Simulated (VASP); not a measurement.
Input of a VASP 6.6.1 run:

File INCAR:

```
PREC = Accurate
ENCUT = 520
EDIFF = 1E-6
ISMEAR = -1
SIGMA = 0.02
LREAL = Auto
LASPH = True
NELM = 100
ALGO = Normal
ISIF = 2
LWAVE = False
LCHARG = False
GGA = PE
IVDW = 12
NBANDS = 54
```

Contents of KPOINTS:

```
Automatic mesh
0
Gamma
  2 2 2
  0.5 0.5 0.5
```

Contents of POSCAR:

```
N
1.0
   -5.8151017200      5.8151017200      0.0000000000
    0.0000000000      5.8151017200     -5.8151017200
   -5.8151017200      0.0000000000     -5.8151017200
N
16
Direct
    0.5360506402      0.5973725254      0.4209209259
    0.0821023471      0.0322669334      0.9759426014
    0.0380892735      0.8939031938      0.5075897451
    0.4484021304      0.3975935609     -0.0024835335
    0.8894032726      0.5824177569      0.5234908427
    0.4613256361     -0.0031229892     -0.0014172581
    0.5046750068      0.1011341724      0.5065502964
    0.0537983710      0.5432224838     -0.0924663103
    0.9492950882      1.0396365861      0.1102905041
    0.5691252981      0.4438659243      0.5265774611
    0.4617484146      0.5199860889      1.0040806303
    0.9986805527      0.0205305093      0.5510345570
    0.6197745411      0.9416339152      0.9145583785
   -0.0084553121      0.4264541911      0.5497884051
    0.9369368349      0.4939579974      0.9383295878
    0.4590478600      0.9691471055      0.5672131218
```

Potentials or basis: VASP PAW PBE potentials, release 64 (N).

Run with:

```bash
$ cat potpaw_PBE.64/N/POTCAR > POTCAR
$ mpirun -np 1 vasp_std > vasp.out
```

**Question.** Estimate the dispersion energy per atom.

**Answer.** -0.049 eV.

**Question.** What does it give for the largest force?

**Answer.** 3.186 eV/Å.

Forces in eV/Å, atoms in the order of the input:
```
N    1.069  0.887 -0.330
N    0.044  1.233  1.494
N   -0.005 -0.006  0.161
N    0.256 -2.084  1.983
N    0.698  0.284 -0.664
N    0.958 -1.371 -1.879
N    0.006 -0.519  0.233
N   -1.492  2.797 -0.323
N    0.014 -1.344 -1.439
N   -1.026 -0.907  0.329
N   -0.313  2.132 -2.043
N    0.016  0.123 -0.121
N   -0.999  1.326  1.800
N   -0.704 -0.225  0.705
N    1.420 -2.820  0.266
N    0.058  0.495 -0.171
```

Caveat: the standard files for N, O and F lose accuracy on very short bonds; the atoms stand as in a frame of molecular dynamics; forces of over 1 eV/Å act on the atoms, so gaps and moduli don't describe the material at rest.
